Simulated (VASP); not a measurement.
A run of VASP 6.6.1 is set up as follows.

The input INCAR:

```
SYSTEM = PtAu4
  ALGO = Normal
  DIPOL = 0.5 0.5 0.503
  EDIFF = 1E-7
  EDIFFG = -0.03
  ENCUT = 450
  GGA = PE
  GGA_COMPAT = .FALSE.
  IBRION = 2
  IDIPOL = 3
  ISIF = 2
  ISMEAR = 0
  IVDW = 12
  LASPH = .TRUE.
  LCHARG = .FALSE.
  LDIPOL = .TRUE.
  LREAL = .FALSE.
  LWAVE = .FALSE.
  NELM = 120
  NELMDL = -8
  NELMIN = 4
  NSW = 90
  PREC = Accurate
  SIGMA = 0.1
```

The input KPOINTS:

```
k-points
0
G
  10 10 1
  0 0 0
```

The input POSCAR:

```
PtAu4
1.0
    2.9014064944      0.0000000000      0.0000000000
    0.0000000000      2.9014064944      0.0000000000
    0.0000000000      0.0000000000     25.1548126214
Au Pt
4 1
Selective dynamics
Direct
    0.5000000000      0.5000000000      0.3379075061  F F F
    0.0000000000      0.0000000000      0.4194666192  F F F
    0.5000000000      0.5000000000      0.5014362155  T T T
    0.0000000000      0.0000000000      0.5830296962  T T T
    0.0000000000      0.5000000000      0.6752585684  T T T
```

Potentials or basis: VASP PAW PBE potentials, release 64 (Au, Pt).

The run is started by

```sh
$ cat potpaw_PBE.64/Au/POTCAR potpaw_PBE.64/Pt/POTCAR > POTCAR
$ mpirun -np 1 vasp_std > vasp.out
```

Task: Predict the dispersion energy per atom.

Result: -0.503 eV.

Task: Predict the band gap on the k mesh.

Result: Zero (band 27 reaches 2.87 eV, above the bottom of band 28 at -0.06 eV).

Final structure:
```cif
data_structure
_symmetry_space_group_name_H-M 'P 1'
_symmetry_Int_Tables_number 1
_cell_length_a 2.9014
_cell_length_b 2.9014
_cell_length_c 25.1548
_cell_angle_alpha 90.000
_cell_angle_beta 90.000
_cell_angle_gamma 90.000
_cell_volume 211.76
loop_
_atom_site_label
_atom_site_type_symbol
_atom_site_fract_x
_atom_site_fract_y
_atom_site_fract_z
_atom_site_occupancy
Au1 Au 0.50000 0.50000 0.33791 1
Au2 Au 0.00000 0.00000 0.41947 1
Au3 Au 0.50000 0.50000 0.50144 1
Au4 Au 0.00000 0.00000 0.58303 1
Pt1 Pt 0.00000 0.50000 0.67526 1
```

Caveat: the relaxation stopped at its first step, so nothing moved; spin-orbit coupling is left out, which moves the levels of the heavy elements.
